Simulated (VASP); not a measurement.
Input of a VASP 6.6.1 run:

The input INCAR:

```
SYSTEM = MgB2
PREC     = Accurate       ! precision mode
ENCUT    = 520            ! plane-wave cutoff, eV
EDIFF    = 1E-6           ! SCF threshold, eV
ISMEAR   = -1             ! smearing method
SIGMA    = 0.05           ! smearing width, eV
LREAL    = .FALSE.        ! projectors in reciprocal space
LASPH    = .TRUE.         ! aspherical terms in the spheres
NELM     = 60             ! most SCF steps
ALGO     = Normal         ! electronic algorithm
ISIF     = 2              ! what is computed and relaxed
LWAVE    = .FALSE.        ! write WAVECAR
LCHARG   = .FALSE.        ! write CHGCAR
GGA      = PE             ! functional
NBANDS   = 11             ! bands
```

The input KPOINTS:

```
Automatic mesh
0
G
  12 12 9
  0 0 0
```

Contents of POSCAR:

```
MgB2
1.0
    3.0642953789      0.0000000000      0.0000000000
   -1.5321476895      2.6537576429      0.0000000000
    0.0000000000      0.0000000000      3.4993549923
Mg B
1 2
Direct
    0.0000000000      0.0000000000      0.0000000000
    0.3333333333      0.6666666667      0.5000000000
    0.6666666667      0.3333333333      0.5000000000
```

Potentials or basis: VASP PAW PBE potentials, release 64 (Mg, B).

The run is started by

```sh
$ cat potpaw_PBE.64/Mg/POTCAR potpaw_PBE.64/B/POTCAR > POTCAR
$ mpirun -np 1 vasp_std > vasp.out
```

Q: Predict the pressure.

A: 1.8 GPa.

Q: What does it give for the band gap on the k mesh?

A: Zero (band 4 reaches 7.21 eV, above the bottom of band 5 at 3.46 eV).

Stress tensor (GPa, compression positive):
```
2.13 0.00 0.00
0.00 2.13 0.00
0.00 0.00 1.19
```
